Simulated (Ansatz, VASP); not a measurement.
NbSi in VASP and in Ansatz

```xyz
2
Lattice="3.1564 0.0000 0.0000 0.0000 3.1564 0.0000 0.0000 0.0000 3.1564" Properties=species:S:1:pos:R:3 pbc="T T T"
Nb    0.0000    0.0000    0.0000
Si    1.5782    1.5782    1.5782
```

Alike in both runs: task single point; functional PBE-based screened hybrid with a share of 0.25 of exact exchange and HFSCREEN = 0.3; k mesh 4 × 4 × 4; occupations fermi-dirac, width 0.05 eV; no spin polarisation.

```csv
,VASP,Ansatz
version,VASP 6.6.1,Ansatz 0.2.0
potentials or method,"VASP PAW PBE potentials, release 64 (Nb_sv, Si)",Ansatz PAW
plane-wave cutoff (eV),520,420
valence electrons in the cell,17,17
```

```tsv
	VASP	Ansatz	Ansatz less VASP
gap on the k mesh at the Fermi level (eV)	none	none	-
pressure (GPa)	-1.2	-0.7	+0.43
```

VASP's potentials were made for PBE, not for PBE-based screened hybrid. A gap of «none» marks a metal or a gap that the smearing closes.

The k mesh is coarse, so the values compare programs but aren't converged.
